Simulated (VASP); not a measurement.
# MoS2: single point with PBEsol

MoS2, a slab with vacuum:

```
Mo S
1.0
     3.14105    0.00000    0.00000
    -1.57052    2.72023    0.00000
     0.00000    0.00000   28.02507
Mo S
3 6
Direct
  0.33333 0.66667 0.22443
  0.33333 0.66667 0.77557
  0.66667 0.33333 0.00000
  0.66667 0.33333 0.16879
  0.66667 0.33333 0.71998
  0.33333 0.66667 0.94436
  0.66667 0.33333 0.28002
  0.66667 0.33333 0.83121
  0.33333 0.66667 0.05564
```

```json
{
 "Program": "VASP 6.6.1",
 "Task": "single point",
 "Functional": "PBEsol",
 "Potentials or basis": "VASP PAW PBE potentials, release 64 (Mo_sv, S)",
 "Cutoff": "520 eV",
 "k mesh": "8 × 8 × 1",
 "Occupations": "fermi-dirac, width 0.05 eV",
 "Spin": "no spin polarisation",
 "Dipole correction": "no",
 "Further INCAR settings": "ALGO = Normal; EDIFF = 1e-06; NBANDS = 49"
}
```

- Band gap on the k mesh: 1.30 eV (least direct gap 2.06 eV)

Forces in eV/Å, atoms in the order of the input:
```
Mo   0.000  0.000  0.001
Mo   0.000  0.000 -0.001
Mo   0.000  0.000  0.000
S    0.000  0.000 -0.003
S    0.000  0.000 -0.003
S    0.000  0.000 -0.001
S    0.000  0.000  0.003
S    0.000  0.000  0.003
S    0.000  0.000  0.001
```

Levels at points of the mesh, in eV from the valence-band top:
```tsv
k point	band 35	band 36	band 37	band 38	band 39	band 40	band 41	band 42	band 43	band 44
(0.00, 0.00, 0.00)	-1.93	-1.66	-0.82	-0.32	0.00	2.40	2.40	2.41	2.41	2.42
(0.50, 0.00, 0.00)	-1.36	-1.31	-1.18	-1.15	-1.13	1.92	1.93	1.94	2.34	2.44
```

Wall time 6.5 min on 1 thread of Intel Xeon 8259CL, on a shared host, peak memory 0.38 GiB.

Caveat: the PAW data sets were made with another functional, which shifts forces and pressure a little.
